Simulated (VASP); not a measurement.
# TiAl3 (I4/mmm) in VASP: relaxation of cell and atoms with r2SCAN+D4

Aim: the relaxation of cell and atoms of TiAl3 with r2SCAN+D4.

Program: VASP 6.6.1. These are calculated values, not measurements. Logs are shortened: lines on timing, memory, paths and dates and some standing lists are left out, and cuts for length are marked.

### 1 The cell of the first run

It takes space group I4/mmm (No. 139, tetragonal). Conventional cell: a = 3.822 Å, b = 3.822 Å, c = 8.561 Å, α = 90.00°, β = 90.00°, γ = 90.00°. Ti (site symmetry 4/mmm) has 12 Al at 2.70 to 2.87 Å within 3.6 Å. Al (site symmetry 4/mmm) has 4 Ti at 2.70 Å and 8 Al at 2.87 Å within 3.6 Å. Within 3.6 Å of Al (site symmetry -4m2) lie 8 Al at 2.70 to 2.87 Å and 4 Ti at 2.87 Å.

### 2 Relaxation of cell and atoms, r2SCAN+D4

POSCAR

```
TiAl3
1.0
   -1.9111070000      1.9111070000      4.2806690000
    1.9111070000     -1.9111070000      4.2806690000
    1.9111070000      1.9111070000     -4.2806690000
Ti Al
1 3
Direct
    0.0000000000      0.0000000000      0.0000000000
    0.5000000000      0.5000000000      0.0000000000
    0.7500000000      0.2500000000      0.5000000000
    0.2500000000      0.7500000000      0.5000000000
```

INCAR.step1

```
PREC = Accurate ; ENCUT = 550
ISMEAR = 1 ; SIGMA = 0.1
LREAL = F ; LASPH = T
NELM = 120 ; GGA = PE
ALGO = Normal ; EDIFF = 1E-5
LWAVE = T ; LCHARG = F
GGA_COMPAT = F ; IBRION = 2
ISIF = 3 ; EDIFFG = -0.005
NELMIN = 4 ; NSW = 100
```

INCAR.step2

```
PREC = Accurate ; ENCUT = 550
EDIFF = 1E-7 ; ISMEAR = 1
SIGMA = 0.1 ; LREAL = F
LASPH = T ; NELM = 120
ALGO = Normal ; ISIF = 3
LWAVE = F ; LCHARG = F
METAGGA = R2SCAN ; LMIXTAU = T
IVDW = 13 ; VDW_S6 = 1.0
VDW_S8 = 0.6018749 ; VDW_A1 = 0.51559235
VDW_A2 = 5.77342911 ; IBRION = 2
NSW = 80 ; EDIFFG = -0.005
ISTART = 1 ; GGA_COMPAT = F
NELMIN = 4
```

KPOINTS

```
regular mesh
0
Gamma
  9 9 9
```

Potentials or basis: VASP PAW PBE potentials, release 64 (Ti_sv, Al).

On the command line:

```sh
> cat potpaw_PBE.64/Ti_sv/POTCAR potpaw_PBE.64/Al/POTCAR > POTCAR
> cp INCAR.step1 INCAR
> mpirun -np 1 vasp_std > vasp.out
> cp INCAR.step2 INCAR
> mpirun -np 1 vasp_std > vasp.out
```

OUTCAR:

```text
PREC = Accurate
   ENCUT = 550
   EDIFF = 1E-7
   ISMEAR = 1
   LREAL = F
   LASPH = T
   NELM = 120
   ISIF = 3
   METAGGA = R2SCAN
   IVDW = 13
   IBRION = 2
   NSW = 80
   EDIFFG = -0.005
   ISTART = 1
   NELMIN = 4

 ion  position               nearest neighbor table
   1  0.000  0.000  0.000-   2 2.70   2 2.70   2 2.70   2 2.70   4 2.87   3 2.87   4 2.87   4 2.87
                             3 2.87   3 2.87   4 2.87   3 2.87
   2  0.500  0.500  0.000-   1 2.70   1 2.70   1 2.70   1 2.70   4 2.87   3 2.87   4 2.87   3 2.87
                             4 2.87   4 2.87   3 2.87   3 2.87
   3  0.750  0.250  0.500-   4 2.70   4 2.70   4 2.70   4 2.70   2 2.87   1 2.87   2 2.87   1 2.87
                             2 2.87   2 2.87   1 2.87   1 2.87
   4  0.250  0.750  0.500-   3 2.70   3 2.70   3 2.70   3 2.70   2 2.87   1 2.87   2 2.87   2 2.87
                             1 2.87   1 2.87   2 2.87   1 2.87

  LATTYP: Found a body centered tetragonal cell.
 ALAT       =     3.8222140000
 C/A-ratio  =     2.2398897602

  Lattice vectors:

 A1 = (  -1.9111070000,   1.9111070000,   4.2806690000)
 A2 = (   1.9111070000,  -1.9111070000,   4.2806690000)
 A3 = (   1.9111070000,   1.9111070000,  -4.2806690000)

Analysis of symmetry for initial positions (statically):
=====================================================================
 Subroutine PRICEL returns:
 Original cell was already a primitive cell.

 Routine SETGRP: Setting up the symmetry group for a
 body centered tetragonal supercell.

 Subroutine GETGRP returns: Found 16 space group operations
 (whereof 16 operations were pure point group operations)
 out of a pool of 16 trial point group operations.

The static configuration has the point symmetry D_4h.

Analysis of symmetry for dynamics (positions and initial velocities):
=====================================================================
 Subroutine PRICEL returns:
 Original cell was already a primitive cell.

 Routine SETGRP: Setting up the symmetry group for a
 body centered tetragonal supercell.

 Subroutine GETGRP returns: Found 16 space group operations
 (whereof 16 operations were pure point group operations)
 out of a pool of 16 trial point group operations.

The dynamic configuration has the point symmetry D_4h.

 Subroutine INISYM returns: Found 16 space group operations
 (whereof 16 operations are pure point group operations),
 and found     1 'primitive' translations

----------------------------------------------------------------------------------------

                                     Primitive cell

  volume of cell :      62.5377

  direct lattice vectors                    reciprocal lattice vectors
    -1.911107000  1.911107000  4.280669000     0.000000000  0.261628470  0.116804172
     1.911107000 -1.911107000  4.280669000     0.261628470  0.000000000  0.116804172
     1.911107000  1.911107000 -4.280669000     0.261628470  0.261628470  0.000000000

  length of vectors
     5.062488224  5.062488224  5.062488224     0.286518186  0.286518186  0.369998530

  position of ions in fractional coordinates (direct lattice)
     0.000000000  0.000000000  0.000000000
     0.500000000  0.500000000  0.000000000
     0.750000000  0.250000000  0.500000000
     0.250000000  0.750000000  0.500000000

  ion indices of the primitive-cell ions
   primitive index   ion index
                 1           1
                 2           2
                 3           3
                 4           4

----------------------------------------------------------------------------------------

 KPOINTS: regular mesh

Automatic generation of k-mesh.
 Grid dimensions read from file:
 generate k-points for:    9    9    9

 Generating k-lattice:

  Cartesian coordinates                     Fractional coordinates (reciprocal lattice)
     0.000000000  0.029069830  0.012978241     0.111111111  0.000000000 -0.000000000
     0.029069830  0.000000000  0.012978241     0.000000000  0.111111111 -0.000000000
     0.029069830  0.029069830  0.000000000     0.000000000  0.000000000  0.111111111

  Length of vectors
     0.031835354  0.031835354  0.041110948

  Shift w.r.t. Gamma in fractional coordinates (k-lattice)
     0.000000000  0.000000000  0.000000000

 Subroutine IBZKPT returns following result:
 ===========================================

 Found     75 irreducible k-points:

 Following reciprocal coordinates:
            Coordinates               Weight
  0.000000  0.000000  0.000000      1.000000
  0.111111  0.000000 -0.000000      8.000000
  0.222222  0.000000  0.000000      8.000000
  0.333333  0.000000 -0.000000      8.000000
  0.444444  0.000000  0.000000      8.000000
  0.111111  0.111111 -0.000000      8.000000
[... 16 lines left out ...]
 -0.333333  0.333333  0.000000      4.000000
  0.444444  0.444444 -0.000000      8.000000
 [... further k-points ...]
   k-points           NKPTS =     75   k-points in BZ     NKDIM =     75   number of bands    NBANDS=     14
   number of dos      NEDOS =    301   number of ions     NIONS =      4
   total plane-waves  NPLWV =  64000
   dimension x,y,z NGX =    40 NGY =   40 NGZ =   40
   dimension x,y,z NGXF=    80 NGYF=   80 NGZF=   80
   ions per type =               1   3
   NGX,Y,Z   is equivalent  to a cutoff of  13.14, 13.14, 13.14 a.u.
   NGXF,Y,Z  is equivalent  to a cutoff of  26.27, 26.27, 26.27 a.u.
 SYSTEM =  unknown system
   PREC   = accura    normal or accurate (medium, high low for compatibility)
   ISTART =      1    job   : 0-new  1-cont  2-samecut
   ICHARG =      0    charge: 1-file 2-atom 10-const
   ISPIN  =      1    spin polarized calculation?
   LNONCOLLINEAR =      F non collinear calculations
   LSORBIT =      F    spin-orbit coupling
   LASPH  =      T    aspherical Exc in radial PAW
   ENCUT  =  550.0 eV  40.42 Ry    6.36 a.u.   9.68  9.68  9.68*2*pi/ulx,y,z
   NELM   =    120;   NELMIN=  4; NELMDL=  0     # of ELM steps
   EDIFF  = 0.1E-06   stopping-criterion for ELM
   LREAL  =      F    real-space projection
   EDIFFG = -.5E-02   stopping-criterion for IOM
   NSW    =     80    number of steps for IOM
   IBRION =      2    ionic relax: 0-MD 1-quasi-New 2-CG
   NFREE  =      1    steps in history (QN), initial steepest desc. (CG)
   ISIF   =      3    stress and relaxation
   ISYM   =      2    0-nonsym 1-usesym 2-fastsym
   POTIM  = 0.5000    time-step for ionic-motion
   TEBEG  =    0.0;   TEEND  =   0.0 temperature during run
   PSTRESS=    0.0 pullay stress
   NELECT =      21.0000    total number of electrons
   NUPDOWN=      -1.0000    fix difference up-down
   EMIN   =  10.00;   EMAX   =-10.00  energy-range for DOS
   EFERMI =   0.00;   METHOD = LEGACY
   ISMEAR =     1;   SIGMA  =   0.10  broadening in eV -4-tet -1-fermi 0-gaus
   EFERMI_NEDOS =   21; number of points for ismear=-14 and -15
   IALGO  =     38    algorithm
   IMIX   =      4    mixing-type and parameters
     AMIX     =   0.40;   BMIX     =  1.00
     AMIX_MAG =   1.60;   BMIX_MAG =  1.00
  volume/ion in A,a.u.               =      15.63       105.51
  Fermi-wavevector in a.u.,A,eV,Ry     =   1.137891  2.150302 17.616772  1.294796
  Thomas-Fermi vector in A             =   2.274596
   LORBIT       =      0    0 simple, 1 ext, 2 COOP (PROOUT), +10 PAW based schemes
   METAGGA = R2SCAN    functional components
   LHFCALC =     F    Hartree Fock is set to
   AEXX    =    0.0000 exact exchange contribution
   IVDW    =    13    specifies the selected vdW correction
   LEPSILON=     F    determine dielectric tensor
   LRPA    =     F    only Hartree local field effects (RPA)
 conjugate gradient relaxation of ions
 non-spin polarized calculation
 Methfessel and Paxton  Order N= 1 SIGMA  =   0.10
  energy-cutoff  :      550.00
  volume of cell :       62.54
 maximum number of plane-waves:      1865
   NGX = 19   NGY = 19   NGZ = 19

--------------------------------------- Ionic step        1  -------------------------------------------

 number of electron      20.9999999 magnetization

 Free energy of the ion-electron system (eV)
  ---------------------------------------------------
  ext. energy  EPLUGINS =         0.00000000
  ---------------------------------------------------
  free energy    TOTEN  =       -34.90501024 eV

  energy without entropy =      -34.90619875  energy(sigma->0) =      -34.90540641

------------------------ aborting loop because EDIFF is reached ----------------------------------------

  DFT-D4 for vdW energy calculation

  Edisp (eV):   -0.44953

  FORCE on cell =-STRESS in cart. coord.  units (eV):
  Direction    XX          YY          ZZ          XY          YZ          ZX
  --------------------------------------------------------------------------------------
  -------------------------------------------------------------------------------------
  Total      -0.41732    -0.41732    -0.37691     0.00000     0.00000     0.00000
  in kB     -10.69150   -10.69150    -9.65626     0.00000     0.00000     0.00000
  external pressure =      -10.35 kB  Pullay stress =        0.00 kB
[... 65 lines left out ...]
  energy  without entropy=      -35.3567930595  energy(sigma->0) =      -35.35601429

--------------------------------------- Ionic step        3  -------------------------------------------

 number of electron      20.9999999 magnetization

 Free energy of the ion-electron system (eV)
  ---------------------------------------------------
  ext. energy  EPLUGINS =         0.00000000
  ---------------------------------------------------
  free energy    TOTEN  =       -34.90310553 eV

  energy without entropy =      -34.90428270  energy(sigma->0) =      -34.90349792

 E-fermi :   8.4528     XC(G=0): -11.5957

 val. band max:        8.4399227794   @ k =   0.1111   0.1111  -0.0000
 cond. band min:       8.4550757211   @ k =   0.3333   0.0000  -0.0000
 fundamental gap:      0.0151529417
 Fermi energy:         8.4528400018

 k-point     1 :       0.0000    0.0000    0.0000
  band No.  band energies     occupation
      1     -50.3223      2.00000
      2     -25.5948      2.00000
      3     -25.5948      2.00000
      4     -25.5307      2.00000
      5      -2.3417      2.00000
      6       5.4723      2.00000
      7       5.5449      2.00000
      8       6.9766      2.00000
      9       7.1293      2.00000
     10       7.1293      2.00000
     11       9.3300     -0.00000
     12      10.2371     -0.00000
     13      10.2371     -0.00000
     14      10.6374      0.00000
[... 375 lines left out ...]
 k-point    24 :       0.4444    0.4444   -0.0000
  band No.  band energies     occupation
      1     -50.3195      2.00000
      2     -25.6218      2.00000
      3     -25.6211      2.00000
      4     -25.5264      2.00000
      5       2.2243      2.00000
      6       3.0683      2.00000
      7       3.1109      2.00000
      8       5.0578      2.00000
      9       5.0955      2.00000
     10       6.6258      2.00000
     11       7.3712      2.00000
     12      10.4757      0.00000
     13      10.6272      0.00000
     14      10.8059      0.00000

 [... further k-points ...]

------------------------ aborting loop because EDIFF is reached ----------------------------------------

  DFT-D4 for vdW energy calculation

  Edisp (eV):   -0.45327

  FORCE on cell =-STRESS in cart. coord.  units (eV):
  Direction    XX          YY          ZZ          XY          YZ          ZX
  --------------------------------------------------------------------------------------
  -------------------------------------------------------------------------------------
  Total       0.00535     0.00535     0.00205     0.00000     0.00000     0.00000
  in kB       0.13820     0.13820     0.05295     0.00000     0.00000     0.00000
  external pressure =        0.11 kB  Pullay stress =        0.00 kB
[... 19 lines left out ...]
  FREE ENERGIE OF THE ION-ELECTRON SYSTEM (eV)
  ---------------------------------------------------
  free  energy   TOTEN  =       -35.3563804220 eV

  energy  without entropy=      -35.3575575967  energy(sigma->0) =      -35.35677281

 reached required accuracy - stopping structural energy minimisation
```

Wall time 22 min (1 thread of AMD EPYC 7R13 (Zen 3), shared host); peak memory 0.28 GiB.

What came out:

```
Free energy                           : -35.3564 eV
Relaxed volume                        : 15.49 Å³/atom
Relaxed cell                          : a = 5.048 Å, b = 5.048 Å, c = 5.048 Å, α = 135.65°, β = 135.65°, γ = 64.52°
Space group after relaxing (to 0.1 Å) : I4/mmm (No. 139)
Energy gained by relaxing             : 0.5 meV/atom
Ionic steps                           : 3
Pressure after relaxing               : 0.0 GPa
Band gap on the k mesh                : zero (an odd number of electrons rules out a gap without spin polarisation)
Dispersion energy per atom            : -0.113 eV
```

Step by step:
| step | energy change (eV) | largest force (eV/Å) | pressure (GPa) | volume (Å³) |
| --- | --- | --- | --- | --- |
| 1 | 0.0000 | 0.0000 | -1.03 | 62.54 |
| 2 | -0.0011 | 0.0000 | 0.69 | 61.63 |
| 3 | -0.0018 | 0.0000 | 0.01 | 61.98 |

Final structure:
```xyz
4
Lattice="-1.9052 1.9052 4.2687 1.9052 -1.9052 4.2687 1.9052 1.9052 -4.2687" Properties=species:S:1:pos:R:3 pbc="T T T"
Ti    0.0000    0.0000    0.0000
Al    0.0000    0.0000    4.2687
Al    0.0000    1.9052    2.1344
Al    1.9052    0.0000    2.1344
```

Caveat: the PAW data sets were made with another functional, which shifts forces and pressure a little.
